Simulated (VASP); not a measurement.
# MnHg (Pm-3m) in VASP: a series of runs

MnHg is run at these levels: PBEsol; tasks: single point.

Everything below comes from runs of VASP 6.6.1. Logs are shortened: lines on timing, memory, paths and dates and some standing lists are left out, and cuts for length are marked.

## Step 1: The cell of the first run

Symmetry: Pm-3m, No. 221, cubic system. The conventional cell has a = 3.315 Å, b = 3.315 Å, c = 3.315 Å, α = 90.00°, β = 90.00°, γ = 90.00°. Within 3.8 Å of Mn (site symmetry m-3m) lie 8 Hg at 2.87 Å and 6 Mn at 3.31 to 3.32 Å. Hg (site symmetry m-3m) has 8 Mn at 2.87 Å and 6 Hg at 3.31 Å within 3.8 Å.

## Step 2: Single point, PBEsol, collinear spin, ferromagnetic start

INCAR reads:

```
SYSTEM = MnHg
  PREC = Accurate
  ENCUT = 520
  EDIFF = 1E-6
  ISMEAR = 0
  SIGMA = 0.1
  LREAL = .False.
  LASPH = .True.
  NELM = 150
  ALGO = Normal
  ISIF = 2
  LWAVE = .False.
  LCHARG = .False.
  ISPIN = 2
  MAGMOM = 5 0
  LORBIT = 11
  LMAXMIX = 4
  GGA = PS
  NBANDS = 24
```

KPOINTS reads:

```
regular mesh
0
Gamma
  12 12 12
  0 0 0
```

POSCAR reads:

```
MnHg
1.0
    3.3150000000      0.0000000000      0.0000000000
    0.0000000000      3.3150000000      0.0000000000
    0.0000000000      0.0000000000      3.3150000000
Mn Hg
1 1
Direct
    0.5000000000      0.5000000000      0.5000000000
    0.0000000000      0.0000000000      0.0000000000
```

Potentials or basis: VASP PAW PBE potentials, release 64 (Mn_pv, Hg).

Launch:

```bash
$ cat potpaw_PBE.64/Mn_pv/POTCAR potpaw_PBE.64/Hg/POTCAR > POTCAR
$ mpirun -np 1 vasp_std > vasp.out
```

OUTCAR:

```text
SYSTEM = MnHg
   PREC = Accurate
   ENCUT = 520
   EDIFF = 1E-6
   ISMEAR = 0
   LREAL = .False.
   LASPH = .True.
   NELM = 150
   ISIF = 2
   ISPIN = 2
   LORBIT = 11
   GGA = PS

 ion  position               nearest neighbor table
   1  0.500  0.500  0.500-   2 2.87   2 2.87   2 2.87   2 2.87   2 2.87   2 2.87   2 2.87   2 2.87

   2  0.000  0.000  0.000-   1 2.87   1 2.87   1 2.87   1 2.87   1 2.87   1 2.87   1 2.87   1 2.87

  LATTYP: Found a simple cubic cell.
 ALAT       =     3.3150000000

  Lattice vectors:

 A1 = (   3.3150000000,   0.0000000000,   0.0000000000)
 A2 = (   0.0000000000,   3.3150000000,   0.0000000000)
 A3 = (   0.0000000000,   0.0000000000,   3.3150000000)

Analysis of symmetry for initial positions (statically):
=====================================================================
 Subroutine PRICEL returns:
 Original cell was already a primitive cell.

 Routine SETGRP: Setting up the symmetry group for a
 simple cubic supercell.

 Subroutine GETGRP returns: Found 48 space group operations
 (whereof 48 operations were pure point group operations)
 out of a pool of 48 trial point group operations.

The static configuration has the point symmetry O_h .

Analysis of symmetry for dynamics (positions and initial velocities):
=====================================================================
 Subroutine PRICEL returns:
 Original cell was already a primitive cell.

 Routine SETGRP: Setting up the symmetry group for a
 simple cubic supercell.

 Subroutine GETGRP returns: Found 48 space group operations
 (whereof 48 operations were pure point group operations)
 out of a pool of 48 trial point group operations.

The dynamic configuration has the point symmetry O_h .

Analysis of structural, dynamic, and magnetic symmetry:
=====================================================================
 Subroutine PRICEL returns:
 Original cell was already a primitive cell.

 Routine SETGRP: Setting up the symmetry group for a
 simple cubic supercell.

 Subroutine GETGRP returns: Found 48 space group operations
 (whereof 48 operations were pure point group operations)
 out of a pool of 48 trial point group operations.

The overall configuration has the point symmetry O_h .

 Subroutine INISYM returns: Found 48 space group operations
 (whereof 48 operations are pure point group operations),
 and found     1 'primitive' translations

----------------------------------------------------------------------------------------

                                     Primitive cell

  volume of cell :      36.4293

  direct lattice vectors                    reciprocal lattice vectors
     3.315000000  0.000000000  0.000000000     0.301659125  0.000000000  0.000000000
     0.000000000  3.315000000  0.000000000     0.000000000  0.301659125  0.000000000
     0.000000000  0.000000000  3.315000000     0.000000000  0.000000000  0.301659125

  length of vectors
     3.315000000  3.315000000  3.315000000     0.301659125  0.301659125  0.301659125

  position of ions in fractional coordinates (direct lattice)
     0.500000000  0.500000000  0.500000000
     0.000000000  0.000000000  0.000000000

  ion indices of the primitive-cell ions
   primitive index   ion index
                 1           1
                 2           2

----------------------------------------------------------------------------------------

 KPOINTS: regular mesh

Automatic generation of k-mesh.
 Grid dimensions read from file:
 generate k-points for:   12   12   12

 Generating k-lattice:

  Cartesian coordinates                     Fractional coordinates (reciprocal lattice)
     0.025138260  0.000000000  0.000000000     0.083333333  0.000000000  0.000000000
     0.000000000  0.025138260  0.000000000     0.000000000  0.083333333  0.000000000
     0.000000000  0.000000000  0.025138260     0.000000000  0.000000000  0.083333333

  Length of vectors
     0.025138260  0.025138260  0.025138260

  Shift w.r.t. Gamma in fractional coordinates (k-lattice)
     0.000000000  0.000000000  0.000000000

 Subroutine IBZKPT returns following result:
 ===========================================

 Found     84 irreducible k-points:

 Following reciprocal coordinates:
            Coordinates               Weight
  0.000000  0.000000  0.000000      1.000000
  0.083333  0.000000  0.000000      6.000000
  0.166667  0.000000  0.000000      6.000000
  0.250000  0.000000  0.000000      6.000000
  0.333333  0.000000  0.000000      6.000000
  0.416667  0.000000  0.000000      6.000000
[... 16 lines left out ...]
  0.333333  0.333333  0.000000     12.000000
  0.416667  0.333333  0.000000     24.000000
 [... further k-points ...]
   k-points           NKPTS =     84   k-points in BZ     NKDIM =     84   number of bands    NBANDS=     24
   number of dos      NEDOS =    301   number of ions     NIONS =      2
   total plane-waves  NPLWV =  21952
   dimension x,y,z NGX =    28 NGY =   28 NGZ =   28
   dimension x,y,z NGXF=    56 NGYF=   56 NGZF=   56
   ions per type =               1   1
   NGX,Y,Z   is equivalent  to a cutoff of  14.04, 14.04, 14.04 a.u.
   NGXF,Y,Z  is equivalent  to a cutoff of  28.08, 28.08, 28.08 a.u.
 SYSTEM =  MnHg
   PREC   = accura    normal or accurate (medium, high low for compatibility)
   ISTART =      0    job   : 0-new  1-cont  2-samecut
   ICHARG =      2    charge: 1-file 2-atom 10-const
   ISPIN  =      2    spin polarized calculation?
   LNONCOLLINEAR =      F non collinear calculations
   LSORBIT =      F    spin-orbit coupling
   LASPH  =      T    aspherical Exc in radial PAW
   ENCUT  =  520.0 eV  38.22 Ry    6.18 a.u.   6.16  6.16  6.16*2*pi/ulx,y,z
   NELM   =    150;   NELMIN=  2; NELMDL= -5     # of ELM steps
   EDIFF  = 0.1E-05   stopping-criterion for ELM
   LREAL  =      F    real-space projection
   EDIFFG = 0.1E-04   stopping-criterion for IOM
   NSW    =      0    number of steps for IOM
   IBRION =     -1    ionic relax: 0-MD 1-quasi-New 2-CG
   NFREE  =      0    steps in history (QN), initial steepest desc. (CG)
   ISIF   =      2    stress and relaxation
   ISYM   =      2    0-nonsym 1-usesym 2-fastsym
   POTIM  = 0.5000    time-step for ionic-motion
   TEBEG  =    0.0;   TEEND  =   0.0 temperature during run
   PSTRESS=    0.0 pullay stress
   NELECT =      25.0000    total number of electrons
   NUPDOWN=      -1.0000    fix difference up-down
   EMIN   =  10.00;   EMAX   =-10.00  energy-range for DOS
   EFERMI =   0.00;   METHOD = LEGACY
   ISMEAR =     0;   SIGMA  =   0.10  broadening in eV -4-tet -1-fermi 0-gaus
   EFERMI_NEDOS =   21; number of points for ismear=-14 and -15
   IALGO  =     38    algorithm
   IMIX   =      4    mixing-type and parameters
     AMIX     =   0.40;   BMIX     =  1.00
     AMIX_MAG =   1.60;   BMIX_MAG =  1.00
  volume/ion in A,a.u.               =      18.21       122.92
  Fermi-wavevector in a.u.,A,eV,Ry     =   1.444014  2.728790 28.370534  2.085175
  Thomas-Fermi vector in A             =   2.562356
   LORBIT       =     11    0 simple, 1 ext, 2 COOP (PROOUT), +10 PAW based schemes
   GGA     = PS    functional components
   LHFCALC =     F    Hartree Fock is set to
   AEXX    =    0.0000 exact exchange contribution
   IVDW    =     0    specifies the selected vdW correction
   LEPSILON=     F    determine dielectric tensor
   LRPA    =     F    only Hartree local field effects (RPA)
 spin polarized calculation
 Gauss-broadening in eV      SIGMA  =   0.10
  energy-cutoff  :      520.00
  volume of cell :       36.43
 maximum number of plane-waves:      1000
 NGX is ok and might be reduce to    28
   NGX = 13   NGY = 13   NGZ = 13

 number of electron      25.0000011 magnetization       3.9280818

 Free energy of the ion-electron system (eV)
  ---------------------------------------------------
  ext. energy  EPLUGINS =         0.00000000
  ---------------------------------------------------
  free energy    TOTEN  =        -9.54557384 eV

  energy without entropy =       -9.53804915  energy(sigma->0) =       -9.54181149

 E-fermi :   5.3578     XC(G=0): -11.8378

 val. band max:        5.3571885159   @ k =   0.4167   0.2500   0.0833
 cond. band min:       5.3613344078   @ k =   0.5000   0.0833   0.0000
 fundamental gap:      0.0041458919
 Fermi energy:         5.3577908517

 spin component 1

 k-point     1 :       0.0000    0.0000    0.0000
  band No.  band energies     occupation
      1     -44.6589      1.00000
      2     -44.6589      1.00000
      3     -44.6589      1.00000
      4      -4.3535      1.00000
      5      -2.8800      1.00000
      6      -2.8800      1.00000
[... 16 lines left out ...]
     23      22.3417      0.00000
     24      26.0987      0.00000
[... 598 lines left out ...]
      2     -44.6699      1.00000
      3     -44.6569      1.00000
      4      -2.8914      1.00000
      5      -2.6822      1.00000
      6      -2.1366      1.00000
[... 16 lines left out ...]
     23      23.1624      0.00000
     24      24.4751      0.00000

 [... further k-points ...]

 spin component 2

 k-point     1 :       0.0000    0.0000    0.0000
  band No.  band energies     occupation
      1     -40.6454      1.00000
      2     -40.6454      1.00000
      3     -40.6454      1.00000
      4      -4.0863      1.00000
      5      -2.8441      1.00000
      6      -2.8441      1.00000
[... 16 lines left out ...]
     23      22.4613      0.00000
     24      27.0307      0.00000
[... 598 lines left out ...]
      2     -40.6589      1.00000
      3     -40.6429      1.00000
      4      -2.7582      1.00000
      5      -2.6440      1.00000
      6      -2.0469      1.00000
[... 16 lines left out ...]
     23      23.8228      0.00000
     24      25.0503      0.00000

 [... further k-points ...]

------------------------ aborting loop because EDIFF is reached ----------------------------------------

  FORCE on cell =-STRESS in cart. coord.  units (eV):
  Direction    XX          YY          ZZ          XY          YZ          ZX
  --------------------------------------------------------------------------------------
  -------------------------------------------------------------------------------------
  Total       -0.9888813     -0.9888813     -0.9888813     -0.0000000      0.0000000      0.0000000
  in kB      -43.4914752    -43.4914752    -43.4914752     -0.0000000      0.0000000      0.0000000
  external PRESSURE =     -43.4914752 kB  Pullay stress =       0.0000000 kB

 VOLUME and BASIS-vectors are now :
 -----------------------------------------------------------------------------
  energy-cutoff  :      520.00
  volume of cell :       36.43
      direct lattice vectors                 reciprocal lattice vectors
     3.315000000  0.000000000  0.000000000     0.301659125  0.000000000  0.000000000
     0.000000000  3.315000000  0.000000000     0.000000000  0.301659125  0.000000000
     0.000000000  0.000000000  3.315000000     0.000000000  0.000000000  0.301659125

 POSITION                                       TOTAL-FORCE (eV/Angst)
 -----------------------------------------------------------------------------------
      1.65750      1.65750      1.65750         0.000000      0.000000      0.000000
      0.00000      0.00000      0.00000         0.000000      0.000000      0.000000
 -----------------------------------------------------------------------------------
    total drift:                                0.000000      0.000000      0.000000

  FREE ENERGIE OF THE ION-ELECTRON SYSTEM (eV)
  ---------------------------------------------------
  free  energy   TOTEN  =        -9.5455738405 eV

  energy  without entropy=       -9.5380491470  energy(sigma->0) =       -9.54181149

 total charge

# of ion       s       p       d       tot
------------------------------------------
    1        0.253   6.175   4.969  11.398
    2        0.815   0.518   9.247  10.581
--------------------------------------------------
tot          1.068   6.694  14.216  21.978

 magnetization (x)

# of ion       s       p       d       tot
------------------------------------------
    1        0.027   0.015   3.784   3.826
    2       -0.042  -0.057   0.047  -0.052
--------------------------------------------------
tot         -0.015  -0.042   3.831   3.774
```

Wall time 76 s (1 thread of Intel Xeon 6975P-C (Granite Rapids), shared host); peak memory 0.24 GiB.

Results:

```
Free energy                                           : -9.5456 eV
Pressure                                              : -4.3 GPa
Net moment                                            : 3.93 μB per cell
Site moments                                          : Mn +3.83; Hg -0.05 μB
Valence electrons inside the program's atomic spheres : Mn 11.40; Hg 10.58
```

Levels at points of the mesh, in eV from the Fermi level:
Spin up:
```csv
k point,band 11,band 12,band 13,band 14,band 15,band 16,band 17,band 18
"(0.00, 0.00, 0.00)",-2.93,-2.06,-2.06,-2.06,4.82,4.82,4.82,8.54
"(0.50, 0.00, 0.00)",-3.30,-2.77,-2.77,-2.28,-1.59,9.98,9.98,10.53
"(0.50, 0.50, 0.00)",-2.08,-2.08,-2.02,-1.73,-1.73,0.60,2.86,11.73
"(0.50, 0.50, 0.50)",-3.74,-2.00,-2.00,0.38,4.07,4.07,4.07,4.45
```
Spin down:
| k point | band 8 | band 9 | band 10 | band 11 | band 12 | band 13 | band 14 | band 15 |
| --- | --- | --- | --- | --- | --- | --- | --- | --- |
| (0.00, 0.00, 0.00) | -7.02 | -7.02 | 0.31 | 0.31 | 1.47 | 1.47 | 1.47 | 5.23 |
| (0.50, 0.00, 0.00) | -6.92 | -4.98 | -4.47 | -0.05 | 0.41 | 0.41 | 1.28 | 2.01 |
| (0.50, 0.50, 0.00) | -6.46 | -3.51 | -1.43 | -1.43 | 0.47 | 1.30 | 1.30 | 1.86 |
| (0.50, 0.50, 0.50) | -6.44 | -1.58 | -1.58 | -1.58 | 0.30 | 1.90 | 1.90 | 5.55 |

Caveat: the cell stands under tension; the PAW data sets were made with another functional, which shifts forces and pressure a little; spin-orbit coupling is left out, which moves the levels of the heavy elements.

## Step 3: Single point, PBEsol, collinear spin, ferromagnetic start

INCAR reads:

```
ALGO = Fast
EDIFF = 1E-6
ENCUT = 520
GGA = PS
ISIF = 2
ISMEAR = 0
ISPIN = 2
LASPH = T
LCHARG = F
LMAXMIX = 4
LORBIT = 11
LREAL = F
LWAVE = F
MAGMOM = 0.5 0
NBANDS = 24
NELM = 150
PREC = Accurate
SIGMA = 0.1
```

KPOINTS reads:

```
k-points
0
Gamma
  12 12 12
```

POSCAR is that of step 2.

Potentials or basis: VASP PAW PBE potentials, release 64 (Mn_pv, Hg).

Launch:

```bash
$ cat potpaw_PBE.64/Mn_pv/POTCAR potpaw_PBE.64/Hg/POTCAR > POTCAR
$ mpirun -np 1 vasp_std > vasp.out
```

Run time: 96 s. Hardware: 1 thread of Intel Xeon 6975P-C (Granite Rapids), shared host; peak memory 0.24 GiB.

It converged, with:

```yaml
Free_energy: -9.5456 eV
Pressure: -4.5 GPa
Net_moment: 3.93 μB per cell
Site_moments: Mn +3.83; Hg -0.05 μB
Valence_electrons_inside_the_program's_atomic_spheres: Mn 11.40; Hg 10.58
```

Levels at points of the mesh, in eV from the Fermi level:
Spin up:
```tsv
k point	band 12	band 13	band 14	band 15	band 16	band 17
(0.00, 0.00, 0.00)	-2.06	-2.06	-2.06	4.82	4.82	4.82
(0.50, 0.00, 0.00)	-2.77	-2.77	-2.28	-1.59	9.98	9.98
(0.50, 0.50, 0.00)	-2.08	-2.03	-1.73	-1.73	0.60	2.86
(0.50, 0.50, 0.50)	-2.00	-2.00	0.38	4.07	4.07	4.07
```
Spin down:
| k point | band 7 | band 8 | band 9 | band 10 | band 11 | band 12 | band 13 | band 14 | band 15 | band 16 |
| --- | --- | --- | --- | --- | --- | --- | --- | --- | --- | --- |
| (0.00, 0.00, 0.00) | -7.02 | -7.02 | -7.02 | 0.31 | 0.31 | 1.47 | 1.47 | 1.47 | 5.23 | 5.23 |
| (0.50, 0.00, 0.00) | -7.38 | -6.92 | -4.98 | -4.47 | -0.05 | 0.41 | 0.41 | 1.28 | 2.01 | 10.61 |
| (0.50, 0.50, 0.00) | -7.45 | -6.47 | -3.51 | -1.43 | -1.43 | 0.47 | 1.30 | 1.30 | 1.86 | 3.19 |
| (0.50, 0.50, 0.50) | -6.44 | -6.44 | -1.58 | -1.58 | -1.58 | 0.29 | 1.90 | 1.90 | 5.55 | 5.55 |

Caveat: the cell stands under tension; the PAW data sets were made with another functional, which shifts forces and pressure a little; spin-orbit coupling is left out, which moves the levels of the heavy elements.

## Step 4: Single point, PBEsol, collinear spin, ferromagnetic start

This run uses another cell than the first one, of 18.94 Å³/atom.

INCAR reads:

```
PREC     = Accurate       # precision mode
ENCUT    = 520            # plane-wave cutoff, eV
EDIFF    = 1E-6           # SCF threshold, eV
ISMEAR   = 0              # smearing method
SIGMA    = 0.1            # smearing width, eV
LREAL    = F              # projectors in reciprocal space
LASPH    = T              # aspherical terms in the spheres
NELM     = 150            # most SCF steps
ALGO     = Normal         # electronic algorithm
ISIF     = 2              # what is computed and relaxed
LWAVE    = F              # write WAVECAR
LCHARG   = T              # write CHGCAR
ISPIN    = 2              # spin polarisation
MAGMOM   = 4 0            # initial moments
LORBIT   = 11             # projections on sites
LMAXMIX  = 4              # l up to which the mixer works
GGA      = PS             # functional
LELF     = T              # ELF
LVHAR    = T            
NBANDS   = 24             # bands
```

KPOINTS reads:

```
regular mesh
0
Gamma
  12 12 12
```

POSCAR reads:

```
MnHg
1.0
    3.3586234237      0.0000000000      0.0000000000
    0.0000000000      3.3586234237      0.0000000000
    0.0000000000      0.0000000000      3.3586234237
Mn Hg
1 1
Direct
    0.5000000000      0.5000000000      0.5000000000
    0.0000000000      0.0000000000      0.0000000000
```

Launch:

```bash
$ cat potpaw_PBE.64/Mn_pv/POTCAR potpaw_PBE.64/Hg/POTCAR > POTCAR
$ mpirun -np 1 vasp_std > vasp.out
```

It took 90 s on 1 thread of Intel Xeon 6975P-C (Granite Rapids), shared host; peak memory 0.25 GiB.

Results (log left out):

```yaml
Free_energy: -9.4949 eV
Pressure: -6.8 GPa
Net_moment: 4.00 μB per cell
Site_moments: Mn +3.89; Hg -0.05 μB
Valence_electrons_inside_the_program's_atomic_spheres: Mn 11.36; Hg 10.55
```

Levels at points of the mesh, in eV from the Fermi level:
Spin up:
```
           k point  band 10  band 11  band 12  band 13  band 14  band 15  band 16  band 17  band 18  band 19
(0.00, 0.00, 0.00)    -2.99    -2.99    -2.17    -2.17    -2.17     4.68     4.68     4.68     7.99    10.77
(0.50, 0.00, 0.00)    -5.01    -3.31    -2.82    -2.82    -2.36    -1.71     9.65     9.65    10.10    10.70
(0.50, 0.50, 0.00)    -2.78    -2.20    -2.20    -2.14    -1.66    -1.66     0.37     2.57    11.51    11.51
(0.50, 0.50, 0.50)    -3.71    -3.71    -2.12    -2.12     0.19     3.89     3.89     3.89     4.15     4.58
```
Spin down:
```tsv
k point	band 7	band 8	band 9	band 10	band 11	band 12	band 13	band 14	band 15	band 16
(0.00, 0.00, 0.00)	-6.95	-6.95	-6.95	0.32	0.32	1.42	1.42	1.42	5.09	5.09
(0.50, 0.00, 0.00)	-7.29	-6.86	-4.97	-4.33	0.01	0.43	0.43	1.25	1.95	10.26
(0.50, 0.50, 0.00)	-7.34	-6.44	-3.49	-1.36	-1.36	0.45	1.25	1.25	1.81	3.01
(0.50, 0.50, 0.50)	-6.41	-6.41	-1.48	-1.48	-1.48	0.10	1.84	1.84	5.33	5.33
```

Caveat: the cell stands under tension; the PAW data sets were made with another functional, which shifts forces and pressure a little; spin-orbit coupling is left out, which moves the levels of the heavy elements.

(Continued in part 2 of 2.)
